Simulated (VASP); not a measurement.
# Sb: single point with PBEsol

Sb:

```xyz
1
Lattice="-1.8713 1.8713 1.8713 1.8713 -1.8713 1.8713 1.8713 1.8713 -1.8713" Properties=species:S:1:pos:R:3 pbc="T T T"
Sb    0.0000    0.0000    0.0000
```

```json
{"Program": "VASP 6.6.1", "Task": "single point", "Functional": "PBEsol", "Potentials or basis": "VASP PAW PBE potentials, release 64 (Sb)", "Cutoff": "520 eV", "k mesh": "8 × 8 × 8", "Occupations": "fermi-dirac, width 0.05 eV", "Spin": "non-collinear spin, zero start, spin-orbit coupling", "Starting moments": "[[0.0, 0.0, 0.0]] μB"}
```

The pressure is -0.7 GPa and the net moment is 0.00 μB per cell. The valence electrons inside the program's atomic spheres are Sb 2.35.

Moments on the atoms (μB; x, y, z):
```
Sb  0.00 0.00 0.00
```

Run time: 62 s on 1 thread of AMD EPYC 7R13, with other jobs on the host, peak memory 0.17 GiB.

Caveat: the PAW data sets were made with another functional, which shifts forces and pressure a little.
